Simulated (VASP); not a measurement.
# Pt in VASP: further runs

The runs below take Pt through single point, with PBE.

All numbers are computed with VASP 6.6.1; they aren't measurements. Logs are shortened: lines on timing, memory, paths and dates and some standing lists are left out, and cuts for length are marked.

## 1. The cell of the first run

The typed cell holds 2 atoms: a = 3.498 Å, b = 3.498 Å, c = 3.692 Å, α = 90.00°, β = 90.00°, γ = 134.77°.

## 2. Single point, PBE (16.04 Å³/atom)

File INCAR:

```
SYSTEM = Pt
ALGO = Normal
EDIFF = 1E-7
ENCUT = 520
GGA = PE
ISIF = 2
ISMEAR = -1
LASPH = .True.
LCHARG = .False.
LREAL = .False.
LWAVE = .False.
NBANDS = 17
NELM = 100
PREC = Accurate
SIGMA = 0.1
```

File KPOINTS:

```
k-points
0
Gamma
  14 14 10
  0 0 0
```

File POSCAR:

```
Pt
1.0
   -2.1083687681      2.4588037065      1.3221119595
    2.4588037065     -2.1083687681      1.3221119595
    2.5656472644      2.5656472644     -0.6802897280
Pt
2
Direct
    0.0160877053      0.9839122947      0.0000000000
    0.7339122947      0.2660877053      0.5000000000
```

Potentials or basis: VASP PAW PBE potentials, release 64 (Pt).

The run is started by

```
cat potpaw_PBE.64/Pt/POTCAR > POTCAR
mpirun -np 1 vasp_std > vasp.out
```

OUTCAR:

```text
SYSTEM = Pt
   EDIFF = 1E-7
   ENCUT = 520
   GGA = PE
   ISIF = 2
   ISMEAR = -1
   LASPH = .True.
   LREAL = .False.
   NELM = 100
   PREC = Accurate

 ion  position               nearest neighbor table
   1  0.016  0.984  0.000-   2 2.59   2 2.59   2 2.68   2 2.68   2 2.68   2 2.68
   2  0.734  0.266  0.500-   1 2.59   1 2.59   1 2.68   1 2.68   1 2.68   1 2.68

  LATTYP: Found a base centered monoclinic cell.
 ALAT       =     2.6902656794
 B/A-ratio  =     2.4008622288
 C/A-ratio  =     1.3722052384
 COS(beta)  =    -0.0000658004

  Lattice vectors:

 A1 = (  -2.1083687681,   2.4588037065,   1.3221119595)
 A2 = (   2.4588037065,  -2.1083687681,   1.3221119595)
 A3 = (   2.5656472644,   2.5656472644,  -0.6802897280)

Analysis of symmetry for initial positions (statically):
=====================================================================
 Subroutine PRICEL returns:
 Original cell was already a primitive cell.

 Routine SETGRP: Setting up the symmetry group for a
 base centered monoclinic supercell.

 Subroutine GETGRP returns: Found  4 space group operations
 (whereof  2 operations were pure point group operations)
 out of a pool of  4 trial point group operations.

The static configuration has the point symmetry C_2 .
 The point group associated with its full space group is C_2h.

Analysis of symmetry for dynamics (positions and initial velocities):
=====================================================================
 Subroutine PRICEL returns:
 Original cell was already a primitive cell.

 Routine SETGRP: Setting up the symmetry group for a
 base centered monoclinic supercell.

 Subroutine GETGRP returns: Found  4 space group operations
 (whereof  2 operations were pure point group operations)
 out of a pool of  4 trial point group operations.

The dynamic configuration has the point symmetry C_2 .
 The point group associated with its full space group is C_2h.

 Subroutine INISYM returns: Found  4 space group operations
 (whereof  2 operations are pure point group operations),
 and found     1 'primitive' translations

----------------------------------------------------------------------------------------

                                     Primitive cell

  volume of cell :      32.0732

[... 84 lines left out ...]
   LSORBIT =      F    spin-orbit coupling
   LASPH  =      T    aspherical Exc in radial PAW
   ENCUT  =  520.0 eV  38.22 Ry    6.18 a.u.   6.50  6.50  6.86*2*pi/ulx,y,z
   NELM   =    100;   NELMIN=  2; NELMDL= -5     # of ELM steps
   EDIFF  = 0.1E-06   stopping-criterion for ELM
   LREAL  =      F    real-space projection
   EDIFFG = 0.1E-05   stopping-criterion for IOM
   NSW    =      0    number of steps for IOM
   IBRION =     -1    ionic relax: 0-MD 1-quasi-New 2-CG
   NFREE  =      0    steps in history (QN), initial steepest desc. (CG)
   ISIF   =      2    stress and relaxation
   ISYM   =      2    0-nonsym 1-usesym 2-fastsym
   POTIM  = 0.5000    time-step for ionic-motion
   TEBEG  =    0.0;   TEEND  =   0.0 temperature during run
   PSTRESS=    0.0 pullay stress
   NELECT =      20.0000    total number of electrons
   NUPDOWN=      -1.0000    fix difference up-down
   EMIN   =  10.00;   EMAX   =-10.00  energy-range for DOS
   EFERMI =   0.00;   METHOD = LEGACY
   ISMEAR =    -1;   SIGMA  =   0.10  broadening in eV -4-tet -1-fermi 0-gaus
   EFERMI_NEDOS =   21; number of points for ismear=-14 and -15
   IALGO  =     38    algorithm
   IMIX   =      4    mixing-type and parameters
     AMIX     =   0.40;   BMIX     =  1.00
     AMIX_MAG =   1.60;   BMIX_MAG =  1.00
  volume/ion in A,a.u.               =      16.04       108.22
  Fermi-wavevector in a.u.,A,eV,Ry     =   1.398634  2.643036 26.615422  1.956178
  Thomas-Fermi vector in A             =   2.521773
   LORBIT       =      0    0 simple, 1 ext, 2 COOP (PROOUT), +10 PAW based schemes
   GGA     = PE    functional components
   LHFCALC =     F    Hartree Fock is set to
   AEXX    =    0.0000 exact exchange contribution
   IVDW    =     0    specifies the selected vdW correction
   LEPSILON=     F    determine dielectric tensor
   LRPA    =     F    only Hartree local field effects (RPA)
 non-spin polarized calculation
  energy-cutoff  :      520.00
  volume of cell :       32.07
 maximum number of plane-waves:       885
 NGX is ok and might be reduce to    28
   NGX = 13   NGY = 13   NGZ = 13

 number of electron      20.0000003 magnetization

 Free energy of the ion-electron system (eV)
  ---------------------------------------------------
  ext. energy  EPLUGINS =         0.00000000
  ---------------------------------------------------
  free energy    TOTEN  =       -11.90232187 eV

  energy without entropy =      -11.83485280  energy(sigma->0) =      -11.86858733

 E-fermi :  10.3285     XC(G=0): -13.0512

 val. band max:       10.3282333919   @ k =  -0.2143   0.0714   0.2000
 cond. band min:      10.3301782747   @ k =   0.5000   0.4286   0.0000
 fundamental gap:      0.0019448829
 Fermi energy:        10.3284962123

 k-point     1 :       0.0000    0.0000    0.0000
  band No.  band energies     occupation
      1       0.5997      2.00000
      2       3.6030      2.00000
      3       4.5878      2.00000
      4       4.7267      2.00000
      5       5.7529      2.00000
      6       8.0458      2.00000
[... 457 lines left out ...]
      4       5.6847      2.00000
      5       5.7975      2.00000
      6       7.0748      2.00000
[... 9 lines left out ...]
     16      24.5703      0.00000
     17      27.4284      0.00000

 [... further k-points ...]

------------------------ aborting loop because EDIFF is reached ----------------------------------------

  FORCE on cell =-STRESS in cart. coord.  units (eV):
  Direction    XX          YY          ZZ          XY          YZ          ZX
  --------------------------------------------------------------------------------------
  -------------------------------------------------------------------------------------
  Total        1.8580974      1.8580974      1.9235876      0.1517380     -0.0111731     -0.0111730
  in kB       92.8190754     92.8190754     96.0905594      7.5798925     -0.5581385     -0.5581366
  external PRESSURE =      93.9095700 kB  Pullay stress =       0.0000000 kB

 VOLUME and BASIS-vectors are now :
 -----------------------------------------------------------------------------
  energy-cutoff  :      520.00
  volume of cell :       32.07
      direct lattice vectors                 reciprocal lattice vectors
    -2.108368768  2.458803706  1.322111959    -0.061040788  0.157913063  0.365344464
     2.458803706 -2.108368768  1.322111959     0.157913063 -0.061040788  0.365344464
     2.565647264  2.565647264 -0.680289728     0.188266833  0.188266833 -0.049901429

 POSITION                                       TOTAL-FORCE (eV/Angst)
 -----------------------------------------------------------------------------------
      2.38533     -2.03489      1.32211         0.016389     -0.016389      0.000000
      0.38972      2.52636      0.98197        -0.016389      0.016389     -0.000000
 -----------------------------------------------------------------------------------
    total drift:                               -0.000000     -0.000000      0.000000

  FREE ENERGIE OF THE ION-ELECTRON SYSTEM (eV)
  ---------------------------------------------------
  free  energy   TOTEN  =       -11.9023218660 eV

  energy  without entropy=      -11.8348528029  energy(sigma->0) =      -11.86858733
```

stdout:

```text
POSCAR found type information on POSCAR Pt
 POSCAR found :  1 types and       2 ions
 scaLAPACK will be used
 LDA part: xc-table for (Slater+PW92), standard interpolation
 POSCAR, INCAR and KPOINTS ok, starting setup
 FFT: planning ... GRIDC
 FFT: planning ... GRID_SOFT
 FFT: planning ... GRID
 WAVECAR not read
 entering main loop
```

It took 6 min on 1 thread of Intel Xeon 8259CL, shared host; peak memory 0.36 GiB.

Results:

* Free energy: -11.9023 eV
* Pressure: 9.4 GPa
* Largest force: 0.023 eV/Å
* Band gap on the k mesh: zero (bands 10 and 11 overlap by 1.69 eV)

Forces in eV/Å, atoms in the order of the input:
```
Pt   0.016 -0.016  0.000
Pt  -0.016  0.016  0.000
```

Stress tensor (GPa, compression positive):
```
 9.28  0.76 -0.06
 0.76  9.28 -0.06
-0.06 -0.06  9.61
```

Levels at points of the mesh, in eV from the Fermi level:
```tsv
k point	band 7	band 8	band 9	band 10	band 11	band 12	band 13	band 14
(0.00, 0.00, 0.00)	-1.90	-1.78	-0.91	-0.49	0.78	3.48	7.37	10.08
(0.50, 0.00, 0.00)	-2.06	-1.85	-1.13	0.40	2.00	3.56	6.33	10.98
(0.50, 0.50, 0.00)	-3.14	-2.22	-1.39	-0.50	-0.19	0.18	11.14	11.29
(0.00, 0.00, 0.50)	-2.65	-2.65	-2.15	-2.15	0.26	0.26	12.27	12.27
(0.50, 0.00, 0.50)	-1.99	-1.99	-0.34	-0.34	2.75	2.75	7.21	7.21
(0.50, 0.50, 0.50)	-1.81	-1.81	-0.95	-0.95	-0.86	-0.86	4.79	4.79
```

Caveat: the cell stands under pressure; spin-orbit coupling is left out, which moves the levels of the heavy elements.

(Part 1 of 2 ends here.)
